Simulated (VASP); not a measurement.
Set up this calculation in VASP 6.6.1, as the native input.

| Quantity | Value |
| --- | --- |
| Task | single point |
| Functional | PBEsol |
| Potentials or basis | VASP PAW PBE potentials, release 64 (Al, Co) |
| Cutoff | 520 eV |
| k mesh | 22 × 22 × 22 |
| Occupations | gaussian, width 0.15 eV |
| Spin | no spin polarisation |
| Dipole correction | no |
| Further INCAR settings | ALGO = Fast; EDIFF = 1e-07; NBANDS = 13 |

The structure of AlCo lies in POSCAR:

```
AlCo
1.0
    2.9637148128      0.0000000000      0.0000000000
    0.0000000000      2.9637148128      0.0000000000
    0.0000000000      0.0000000000      2.6814562592
Al Co
1 1
Direct
    0.0000000000      0.0000000000      0.0000000000
    0.5000000000      0.5000000000      0.5000000000
```

This cell differs from its parent crystal: strain +0.050 along x and y, -0.050 along z.

One way to write it, as run:

INCAR

```
PREC = Accurate
ENCUT = 520
EDIFF = 1E-7
ISMEAR = 0
SIGMA = 0.15
LREAL = False
LASPH = True
NELM = 100
ALGO = Fast
ISIF = 2
LWAVE = False
LCHARG = False
GGA = PS
NBANDS = 13
```

KPOINTS

```
regular mesh
0
Gamma
  22 22 22
```

Potentials or basis: VASP PAW PBE potentials, release 64 (Al, Co).

Launch:

```bash
$ cat potpaw_PBE.64/Al/POTCAR potpaw_PBE.64/Co/POTCAR > POTCAR
$ mpirun -np 1 vasp_std > vasp.out
```

It gave:

```
Pressure               : -6.7 GPa
Band gap on the k mesh : zero (bands 6 and 7 overlap by 2.74 eV)
```

Caveat: the cell differs from its parent crystal (strain +0.050 along x and y, -0.050 along z); the cell stands under tension; the PAW data sets were made with another functional, which shifts forces and pressure a little; the run has no spin polarisation, though such a crystal can be magnetic.

It took 4.9 min on 1 thread of Intel Xeon 8259CL, with other jobs on the host, peak memory 0.4 GiB.
